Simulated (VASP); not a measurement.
# ZnGaN (P-6m2) in VASP: single point with PBE

Aim: the single point of ZnGaN with PBE.

All numbers are computed with VASP 6.6.1; they aren't measurements. Logs are shortened: lines on timing, memory, paths and dates and some standing lists are left out, and cuts for length are marked.

**1. The cell of the first run**

Symmetry: P-6m2, No. 187, hexagonal system. The conventional cell has a = 3.680 Å, b = 3.680 Å, c = 4.420 Å, α = 90.00°, β = 90.00°, γ = 120.00°. Within 2.8 Å of Zn (site symmetry -6m2) lie 3 Ga at 2.12 Å. Ga (site symmetry -6m2) has 3 Zn at 2.12 Å within 2.8 Å. Within 4.0 Å of N (site symmetry -6m2) lie 6 Zn at 3.07 Å and 6 Ga at 3.07 Å and 6 N at 3.68 Å.

**2. Single point, PBE**

Contents of INCAR:

```
SYSTEM = ZnGaN
ALGO = Normal
EDIFF = 1E-6
ENCUT = 520
GGA = PE
ISIF = 2
ISMEAR = 0
LASPH = .TRUE.
LCHARG = .FALSE.
LREAL = .FALSE.
LWAVE = .FALSE.
NBANDS = 22
NELM = 80
PREC = Accurate
SIGMA = 0.1
```

Contents of KPOINTS:

```
k-points
0
G
  6 6 4
  0 0 0
```

Contents of POSCAR:

```
ZnGaN
1.0
    3.6803643600      0.0000000000      0.0000000000
   -1.8401821800      3.1872890300      0.0000000000
    0.0000000000      0.0000000000      4.4203499100
Zn Ga N
1 1 1
Direct
    0.6666666700      0.3333333300      0.5000000000
    0.3333333300      0.6666666700      0.5000000000
    0.0000000000      0.0000000000      0.0000000000
```

Potentials or basis: VASP PAW PBE potentials, release 64 (Zn, Ga_d, N).

Started as:

```
$ cat potpaw_PBE.64/Zn/POTCAR potpaw_PBE.64/Ga_d/POTCAR potpaw_PBE.64/N/POTCAR > POTCAR
$ mpirun -np 1 vasp_std > vasp.out
```

OUTCAR:

```text
SYSTEM = ZnGaN
   EDIFF = 1E-6
   ENCUT = 520
   GGA = PE
   ISIF = 2
   ISMEAR = 0
   LASPH = .TRUE.
   LREAL = .FALSE.
   NELM = 80
   PREC = Accurate

 ion  position               nearest neighbor table
   1  0.667  0.333  0.500-   2 2.12   2 2.12   2 2.12
   2  0.333  0.667  0.500-   1 2.12   1 2.12   1 2.12
   3  0.000  0.000  0.000-

  LATTYP: Found a hexagonal cell.
 ALAT       =     3.6803643600
 C/A-ratio  =     1.2010631225

  Lattice vectors:

 A1 = (   3.6803643600,   0.0000000000,   0.0000000000)
 A2 = (  -1.8401821800,   3.1872890300,   0.0000000000)
 A3 = (   0.0000000000,   0.0000000000,   4.4203499100)

Analysis of symmetry for initial positions (statically):
=====================================================================
 Subroutine PRICEL returns:
 Original cell was already a primitive cell.

 Routine SETGRP: Setting up the symmetry group for a
 hexagonal supercell.

 Subroutine GETGRP returns: Found 12 space group operations
 (whereof 12 operations were pure point group operations)
 out of a pool of 24 trial point group operations.

The static configuration has the point symmetry D_3h.

Analysis of symmetry for dynamics (positions and initial velocities):
=====================================================================
 Subroutine PRICEL returns:
 Original cell was already a primitive cell.

 Routine SETGRP: Setting up the symmetry group for a
 hexagonal supercell.

 Subroutine GETGRP returns: Found 12 space group operations
 (whereof 12 operations were pure point group operations)
 out of a pool of 24 trial point group operations.

The dynamic configuration has the point symmetry D_3h.

 Subroutine INISYM returns: Found 12 space group operations
 (whereof 12 operations are pure point group operations),
 and found     1 'primitive' translations

----------------------------------------------------------------------------------------

                                     Primitive cell

  volume of cell :      51.8524

  direct lattice vectors                    reciprocal lattice vectors
     3.680364360  0.000000000  0.000000000     0.271712228  0.156873128  0.000000000
    -1.840182180  3.187289030  0.000000000     0.000000000  0.313746256  0.000000000
     0.000000000  0.000000000  4.420349910     0.000000000  0.000000000  0.226226435

  length of vectors
     3.680364360  3.680364359  4.420349910     0.313746256  0.313746256  0.226226435

  position of ions in fractional coordinates (direct lattice)
     0.666666670  0.333333330  0.500000000
     0.333333330  0.666666670  0.500000000
     0.000000000  0.000000000  0.000000000

  ion indices of the primitive-cell ions
   primitive index   ion index
                 1           1
                 2           2
                 3           3

----------------------------------------------------------------------------------------

 KPOINTS: k-points

Automatic generation of k-mesh.
 Grid dimensions read from file:
 generate k-points for:    6    6    4

 Generating k-lattice:

  Cartesian coordinates                     Fractional coordinates (reciprocal lattice)
     0.045285371  0.026145521  0.000000000     0.166666667  0.000000000  0.000000000
     0.000000000  0.052291043  0.000000000     0.000000000  0.166666667  0.000000000
     0.000000000  0.000000000  0.056556609     0.000000000  0.000000000  0.250000000

  Length of vectors
     0.052291043  0.052291043  0.056556609

  Shift w.r.t. Gamma in fractional coordinates (k-lattice)
     0.000000000  0.000000000  0.000000000

 Subroutine IBZKPT returns following result:
 ===========================================

 Found     21 irreducible k-points:

 Following reciprocal coordinates:
            Coordinates               Weight
  0.000000  0.000000  0.000000      1.000000
  0.166667  0.000000  0.000000      6.000000
  0.333333  0.000000  0.000000      6.000000
  0.500000  0.000000  0.000000      3.000000
  0.166667  0.166667  0.000000      6.000000
  0.333333  0.166667  0.000000     12.000000
[... 13 lines left out ...]
  0.333333  0.166667  0.500000     12.000000
  0.333333  0.333333  0.500000      2.000000
   k-points           NKPTS =     21   k-points in BZ     NKDIM =     21   number of bands    NBANDS=     22
   number of dos      NEDOS =    301   number of ions     NIONS =      3
   total plane-waves  NPLWV =  28224
   dimension x,y,z NGX =    28 NGY =   28 NGZ =   36
   dimension x,y,z NGXF=    56 NGYF=   56 NGZF=   72
   ions per type =               1   1   1
   NGX,Y,Z   is equivalent  to a cutoff of  12.65, 12.65, 13.54 a.u.
   NGXF,Y,Z  is equivalent  to a cutoff of  25.30, 25.30, 27.08 a.u.
 SYSTEM =  ZnGaN
   PREC   = accura    normal or accurate (medium, high low for compatibility)
   ISTART =      0    job   : 0-new  1-cont  2-samecut
   ICHARG =      2    charge: 1-file 2-atom 10-const
   ISPIN  =      1    spin polarized calculation?
   LNONCOLLINEAR =      F non collinear calculations
   LSORBIT =      F    spin-orbit coupling
   LASPH  =      T    aspherical Exc in radial PAW
   ENCUT  =  520.0 eV  38.22 Ry    6.18 a.u.   6.84  6.84  8.22*2*pi/ulx,y,z
   NELM   =     80;   NELMIN=  2; NELMDL= -5     # of ELM steps
   EDIFF  = 0.1E-05   stopping-criterion for ELM
   LREAL  =      F    real-space projection
   EDIFFG = 0.1E-04   stopping-criterion for IOM
   NSW    =      0    number of steps for IOM
   IBRION =     -1    ionic relax: 0-MD 1-quasi-New 2-CG
   NFREE  =      0    steps in history (QN), initial steepest desc. (CG)
   ISIF   =      2    stress and relaxation
   ISYM   =      2    0-nonsym 1-usesym 2-fastsym
   POTIM  = 0.5000    time-step for ionic-motion
   TEBEG  =    0.0;   TEEND  =   0.0 temperature during run
   PSTRESS=    0.0 pullay stress
   NELECT =      30.0000    total number of electrons
   NUPDOWN=      -1.0000    fix difference up-down
   EMIN   =  10.00;   EMAX   =-10.00  energy-range for DOS
   EFERMI =   0.00;   METHOD = LEGACY
   ISMEAR =     0;   SIGMA  =   0.10  broadening in eV -4-tet -1-fermi 0-gaus
   EFERMI_NEDOS =   21; number of points for ismear=-14 and -15
   IALGO  =     38    algorithm
   IMIX   =      4    mixing-type and parameters
     AMIX     =   0.40;   BMIX     =  1.00
     AMIX_MAG =   1.60;   BMIX_MAG =  1.00
  volume/ion in A,a.u.               =      17.28       116.64
  Fermi-wavevector in a.u.,A,eV,Ry     =   1.364140  2.577851 25.318782  1.860878
  Thomas-Fermi vector in A             =   2.490482
   LORBIT       =      0    0 simple, 1 ext, 2 COOP (PROOUT), +10 PAW based schemes
   GGA     = PE    functional components
   LHFCALC =     F    Hartree Fock is set to
   AEXX    =    0.0000 exact exchange contribution
   IVDW    =     0    specifies the selected vdW correction
   LEPSILON=     F    determine dielectric tensor
   LRPA    =     F    only Hartree local field effects (RPA)
 non-spin polarized calculation
 Gauss-broadening in eV      SIGMA  =   0.10
  energy-cutoff  :      520.00
  volume of cell :       51.85
 maximum number of plane-waves:      1425
 NGX is ok and might be reduce to    28
   NGX = 13   NGY = 13   NGZ = 17

 number of electron      30.0000003 magnetization

 Free energy of the ion-electron system (eV)
  ---------------------------------------------------
  ext. energy  EPLUGINS =         0.00000000
  ---------------------------------------------------
  free energy    TOTEN  =        -5.48459070 eV

  energy without entropy =       -5.45908125  energy(sigma->0) =       -5.47183598

 E-fermi :   1.6757     XC(G=0): -10.0708

 val. band max:        1.6743720573   @ k =   0.5000   0.0000   0.2500
 cond. band min:       1.7295260698   @ k =   0.5000   0.0000   0.0000
 fundamental gap:      0.0551540125
 Fermi energy:         1.6756957418

 k-point     1 :       0.0000    0.0000    0.0000
  band No.  band energies     occupation
      1     -13.4106      2.00000
      2     -13.4106      2.00000
      3     -13.3604      2.00000
      4     -13.2351      2.00000
      5     -13.2351      2.00000
      6     -10.7777      2.00000
[... 14 lines left out ...]
     21      10.8974      0.00000
     22      10.8974      0.00000

 k-point     2 :       0.1667    0.0000    0.0000
  band No.  band energies     occupation
      1     -13.4338      2.00000
      2     -13.4104      2.00000
      3     -13.3377      2.00000
      4     -13.2398      2.00000
      5     -13.2384      2.00000
      6     -10.6265      2.00000
[... 14 lines left out ...]
     21      12.2918      0.00000
     22      12.6125      0.00000

 k-point     3 :       0.3333    0.0000    0.0000
  band No.  band energies     occupation
      1     -13.4732      2.00000
      2     -13.4101      2.00000
      3     -13.3030      2.00000
      4     -13.2494      2.00000
      5     -13.2448      2.00000
      6     -10.3005      2.00000
[... 14 lines left out ...]
     21      11.6909      0.00000
     22      14.3904      0.00000

 k-point     4 :       0.5000    0.0000    0.0000
  band No.  band energies     occupation
      1     -13.4924      2.00000
      2     -13.4100      2.00000
      3     -13.2878      2.00000
      4     -13.2543      2.00000
      5     -13.2481      2.00000
      6     -10.1249      2.00000
[... 14 lines left out ...]
     21      12.9317      0.00000
     22      13.6917      0.00000

 k-point     5 :       0.1667    0.1667    0.0000
  band No.  band energies     occupation
      1     -13.4593      2.00000
      2     -13.4155      2.00000
      3     -13.3105      2.00000
      4     -13.2492      2.00000
      5     -13.2410      2.00000
      6     -10.3864      2.00000
[... 14 lines left out ...]
     21      10.8961      0.00000
     22      12.1907      0.00000

 k-point     6 :       0.3333    0.1667    0.0000
  band No.  band energies     occupation
      1     -13.4847      2.00000
      2     -13.4199      2.00000
      3     -13.2877      2.00000
      4     -13.2591      2.00000
      5     -13.2434      2.00000
      6     -10.1320      2.00000
[... 14 lines left out ...]
     21      12.3802      0.00000
     22      13.9395      0.00000

 k-point     7 :       0.3333    0.3333    0.0000
  band No.  band energies     occupation
      1     -13.4866      2.00000
      2     -13.4297      2.00000
      3     -13.2809      2.00000
      4     -13.2646      2.00000
      5     -13.2419      2.00000
      6     -10.0509      2.00000
[... 249 lines left out ...]
      6     -10.1060      2.00000
[... 14 lines left out ...]
     21      15.1290      0.00000
     22      15.1866      0.00000

 k-point    18 :       0.5000    0.0000    0.5000
  band No.  band energies     occupation
      1     -13.4901      2.00000
      2     -13.4099      2.00000
      3     -13.2834      2.00000
      4     -13.2687      2.00000
      5     -13.2506      2.00000
      6     -10.0078      2.00000
[... 14 lines left out ...]
     21      14.8832      0.00000
     22      15.3391      0.00000

 k-point    19 :       0.1667    0.1667    0.5000
  band No.  band energies     occupation
      1     -13.4580      2.00000
      2     -13.4150      2.00000
      3     -13.3068      2.00000
      4     -13.2585      2.00000
      5     -13.2438      2.00000
      6     -10.1536      2.00000
[... 14 lines left out ...]
     21      11.3954      0.00000
     22      14.3152      0.00000

 k-point    20 :       0.3333    0.1667    0.5000
  band No.  band energies     occupation
      1     -13.4823      2.00000
      2     -13.4195      2.00000
      3     -13.2834      2.00000
      4     -13.2725      2.00000
      5     -13.2469      2.00000
      6     -10.0078      2.00000
[... 14 lines left out ...]
     21      13.3970      0.00000
     22      14.9909      0.00000

 k-point    21 :       0.3333    0.3333    0.5000
  band No.  band energies     occupation
      1     -13.4835      2.00000
      2     -13.4293      2.00000
      3     -13.2795      2.00000
      4     -13.2765      2.00000
      5     -13.2456      2.00000
      6      -9.9571      2.00000
[... 14 lines left out ...]
     21      14.2719      0.00000
     22      14.8084      0.00000

------------------------ aborting loop because EDIFF is reached ----------------------------------------

  FORCE on cell =-STRESS in cart. coord.  units (eV):
  Direction    XX          YY          ZZ          XY          YZ          ZX
  --------------------------------------------------------------------------------------
  -------------------------------------------------------------------------------------
  Total        9.7703446      9.7703446     -7.9978251      0.0000000      0.0000000      0.0000000
  in kB      301.8919637    301.8919635   -247.1232306      0.0000000      0.0000000      0.0000000
  external PRESSURE =     118.8868989 kB  Pullay stress =       0.0000000 kB

 VOLUME and BASIS-vectors are now :
 -----------------------------------------------------------------------------
  energy-cutoff  :      520.00
  volume of cell :       51.85
      direct lattice vectors                 reciprocal lattice vectors
     3.680364360  0.000000000  0.000000000     0.271712228  0.156873128  0.000000000
    -1.840182180  3.187289030  0.000000000     0.000000000  0.313746256  0.000000000
     0.000000000  0.000000000  4.420349910     0.000000000  0.000000000  0.226226435

 POSITION                                       TOTAL-FORCE (eV/Angst)
 -----------------------------------------------------------------------------------
      1.84018      1.06243      2.21017         0.000000      0.000000      0.000000
     -0.00000      2.12486      2.21017        -0.000000      0.000000      0.000000
      0.00000      0.00000      0.00000         0.000000     -0.000000      0.000000
 -----------------------------------------------------------------------------------
    total drift:                                0.000020     -0.000012      0.000000

  FREE ENERGIE OF THE ION-ELECTRON SYSTEM (eV)
  ---------------------------------------------------
  free  energy   TOTEN  =        -5.4845906992 eV

  energy  without entropy=       -5.4590812535  energy(sigma->0) =       -5.47183598
```

Wall time 22 s (1 thread of AMD EPYC 7R43 (Zen 3), shared host); peak memory 0.15 GiB.

Results:

```
Free energy            : -5.4846 eV
Pressure               : 11.9 GPa
Band gap on the k mesh : zero (band 15 reaches 2.13 eV, above the bottom of band 16 at 0.34 eV)
```
